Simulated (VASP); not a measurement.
Wanted: the native input for a VASP 6.6.1 run.

```
Task                   : single point
Functional             : PBE
Potentials or basis    : VASP PAW PBE potentials, release 64 (Co)
Cutoff                 : 520 eV
k mesh                 : 15 × 15 × 8
Occupations            : fermi-dirac, width 0.08 eV
Spin                   : collinear spin, ferromagnetic start
Starting moments       : [0.41, 0.41] μB
Fixed moment           : 0.82 μB
Dipole correction      : no
Further INCAR settings : ALGO = Normal; EDIFF = 1e-07; NBANDS = 20
```

The structure of Co lies in POSCAR:

```
Co
1.0
    2.4873648738      0.0000000000      0.0000000000
   -1.2436824369      2.1541211692      0.0000000000
    0.0000000000      0.0000000000      4.0632895034
Co
2
Direct
    0.6666666667      0.3333333333      0.2598610000
    0.3333333333      0.6666666667      0.7401390000
```

The input as run:

INCAR

```
SYSTEM = Co
  PREC = Accurate
  ENCUT = 520
  EDIFF = 1E-7
  ISMEAR = -1
  SIGMA = 0.08
  LREAL = .False.
  LASPH = .True.
  NELM = 150
  ALGO = Normal
  ISIF = 2
  LWAVE = .False.
  LCHARG = .False.
  ISPIN = 2
  MAGMOM = 0.41 0.41
  LORBIT = 11
  NUPDOWN = 0.82
  LMAXMIX = 4
  GGA = PE
  NBANDS = 20
```

KPOINTS

```
Automatic mesh
0
Gamma
  15 15 8
  0 0 0
```

Potentials or basis: VASP PAW PBE potentials, release 64 (Co).

Run with:

```sh
$ cat potpaw_PBE.64/Co/POTCAR > POTCAR
$ mpirun -np 1 vasp_std > vasp.out
```

Results of the run:

- Pressure: -10.3 GPa
- Largest force: 0.575 eV/Å
- Net moment: 0.82 μB per cell
- Site moments: Co +0.42 μB
- Valence electrons inside the program's atomic spheres: Co 8.27

Caveat: the total moment is fixed, so each spin has its own Fermi level.

It took 110 s on 1 thread of Intel Xeon 6975P-C (shared host), peak memory 0.23 GiB.
